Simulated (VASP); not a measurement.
Write the native input for VASP 6.6.1 that does the following.

- Task: single point
- Functional: PBE
- Potentials or basis: VASP PAW PBE potentials, release 64 (Ti_sv, O)
- Cutoff: 520 eV
- k mesh: 10 × 10 × 10
- Occupations: fermi-dirac, width 0.02 eV
- Spin: no spin polarisation
- Dipole correction: no
- Further INCAR settings: ALGO = Normal; EDIFF = 1e-06; NBANDS = 33

The structure of TiO2 lies in POSCAR:

```
TiO2
1.0
   -1.8888988106      1.8888988106      4.7917154967
    1.8888988106     -1.8888988106      4.7917154967
    1.8888988106      1.8888988106     -4.7917154967
Ti O
2 4
Direct
    0.7500000000      0.2500000000      0.5000000000
    0.0000000000      0.0000000000      0.0000000000
    0.5427139662      0.0427139662      0.5000000000
    0.7927139662      0.7927139662      0.0000000000
    0.2072860338      0.2072860338      0.0000000000
    0.9572860338      0.4572860338      0.5000000000
```

These files were run (other wordings do the same):

INCAR

```
ALGO = Normal ; EDIFF = 1E-6
ENCUT = 520 ; GGA = PE
ISIF = 2 ; ISMEAR = -1
LASPH = True ; LCHARG = False
LREAL = False ; LWAVE = False
NBANDS = 33 ; NELM = 80
PREC = Accurate ; SIGMA = 0.02
```

KPOINTS

```
k-points
0
Gamma
  10 10 10
```

Potentials or basis: VASP PAW PBE potentials, release 64 (Ti_sv, O).

The run is started by

```bash
$ cat potpaw_PBE.64/Ti_sv/POTCAR potpaw_PBE.64/O/POTCAR > POTCAR
$ mpirun -np 1 vasp_std > vasp.out
```

It gave:

The pressure is 5.4 GPa and the largest force is 0.107 eV/Å. The band gap on the k mesh is 2.14 eV, indirect (least direct gap 2.45 eV).

Run time: 7.2 min on 1 thread of Intel(R) Xeon(R) Platinum 8488C (Sapphire Rapids) (shared host), peak memory 0.37 GiB.
